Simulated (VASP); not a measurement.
A run of VASP 6.6.1 is set up as follows.

File POSCAR:

```
Hf7TaO16
1.0
    0.0000000000      5.1150000000      5.1150000000
    5.1150000000      0.0000000000      5.1150000000
    5.1150000000      5.1150000000      0.0000000000
Ta Hf O
1 7 16
Direct
    0.0000000000      0.0000000000      0.0000000000
    0.0000000000      0.0000000000      0.5000000000
    0.0000000000      0.5000000000      0.0000000000
    0.0000000000      0.5000000000      0.5000000000
    0.5000000000      0.0000000000      0.0000000000
    0.5000000000      0.0000000000      0.5000000000
    0.5000000000      0.5000000000      0.0000000000
    0.5000000000      0.5000000000      0.5000000000
    0.1240396952      0.1240396952      0.1240396952
    0.1240396952      0.1240396952      0.6278809143
    0.1240396952      0.6278809143      0.1240396952
    0.1238431092      0.6253856303      0.6253856303
    0.6278809143      0.1240396952      0.1240396952
    0.6253856303      0.1238431092      0.6253856303
    0.6253856303      0.6253856303      0.1238431092
    0.6253856303      0.6253856303      0.6253856303
    0.3746143697      0.3746143697      0.3746143697
    0.3746143697      0.3746143697      0.8761568908
    0.3746143697      0.8761568908      0.3746143697
    0.3721190857      0.8759603048      0.8759603048
    0.8761568908      0.3746143697      0.3746143697
    0.8759603048      0.3721190857      0.8759603048
    0.8759603048      0.8759603048      0.3721190857
    0.8759603048      0.8759603048      0.8759603048
```

File INCAR.step1:

```
SYSTEM = Hf7TaO16
PREC     = Accurate       ! precision mode
ENCUT    = 520            ! plane-wave cutoff, eV
ISMEAR   = -1             ! smearing method
SIGMA    = 0.01           ! smearing width, eV
LREAL    = Auto         
LASPH    = .TRUE.         ! aspherical terms in the spheres
NELM     = 150            ! most SCF steps
ISPIN    = 2              ! spin polarisation
MAGMOM   = 1 0 0 0 0 0 0 0 0 0 0 0 0 0 0 0 0 0 0 0 0 0 0 0 ! initial moments
LMAXMIX  = 4              ! l up to which the mixer works
NBANDS   = 110            ! bands
GGA      = PE             ! functional
ALGO     = Normal         ! electronic algorithm
EDIFF    = 1E-4           ! SCF threshold, eV
LWAVE    = .TRUE.         ! write WAVECAR
LCHARG   = .FALSE.        ! write CHGCAR
```

File INCAR.step2:

```
SYSTEM = Hf7TaO16
PREC     = Accurate       ! precision mode
ENCUT    = 520            ! plane-wave cutoff, eV
EDIFF    = 1E-8           ! SCF threshold, eV
ISMEAR   = -1             ! smearing method
SIGMA    = 0.01           ! smearing width, eV
LREAL    = Auto         
LASPH    = .TRUE.         ! aspherical terms in the spheres
NELM     = 150            ! most SCF steps
ALGO     = Normal         ! electronic algorithm
ISIF     = 2              ! what is computed and relaxed
LWAVE    = .FALSE.        ! write WAVECAR
LCHARG   = .FALSE.        ! write CHGCAR
ISPIN    = 2              ! spin polarisation
MAGMOM   = 1 0 0 0 0 0 0 0 0 0 0 0 0 0 0 0 0 0 0 0 0 0 0 0 ! initial moments
LORBIT   = 11             ! projections on sites
LMAXMIX  = 4              ! l up to which the mixer works
METAGGA  = R2SCAN         ! meta-GGA
LMIXTAU  = .TRUE.       
LEFG     = .TRUE.       
NBANDS   = 110            ! bands
ISTART   = 1
```

KPOINTS

```
Automatic mesh
0
G
  3 3 3
  0 0 0
```

Potentials or basis: VASP PAW PBE potentials, release 64 (Ta_pv, Hf_pv, O).

The run is started by

```bash
$ cat potpaw_PBE.64/Ta_pv/POTCAR potpaw_PBE.64/Hf_pv/POTCAR potpaw_PBE.64/O/POTCAR > POTCAR
$ cp INCAR.step1 INCAR
$ mpirun -np 1 vasp_std > vasp.out
$ cp INCAR.step2 INCAR
$ mpirun -np 1 vasp_std > vasp.out
```

**Question.** Predict the net moment.

**Answer.** 1.00 μB per cell.

**Question.** Estimate the largest force.

**Answer.** 0.170 eV/Å.

Forces in eV/Å, atoms in the order of the input:
```
Ta   0.000  0.000  0.000
Hf   0.000  0.000  0.000
Hf   0.000  0.000  0.000
Hf   0.000  0.000  0.000
Hf   0.000  0.000  0.000
Hf   0.000  0.000  0.000
Hf   0.000  0.000  0.000
Hf   0.000  0.000  0.000
O    0.098  0.098  0.098
O   -0.098 -0.098  0.098
O   -0.098  0.098 -0.098
O   -0.021  0.021  0.021
O    0.098 -0.098 -0.098
O    0.021 -0.021  0.021
O    0.021  0.021 -0.021
O   -0.021 -0.021 -0.021
O    0.021  0.021  0.021
O   -0.021 -0.021  0.021
O   -0.021  0.021 -0.021
O   -0.098  0.098  0.098
O    0.021 -0.021 -0.021
O    0.098 -0.098  0.098
O    0.098  0.098 -0.098
O   -0.098 -0.098 -0.098
```

Caveat: without QUAD_EFG the Cq values of the log hold for a quadrupole moment of 1 mb, not for the nuclei; the PAW data sets were made with another functional, which shifts forces and pressure a little.
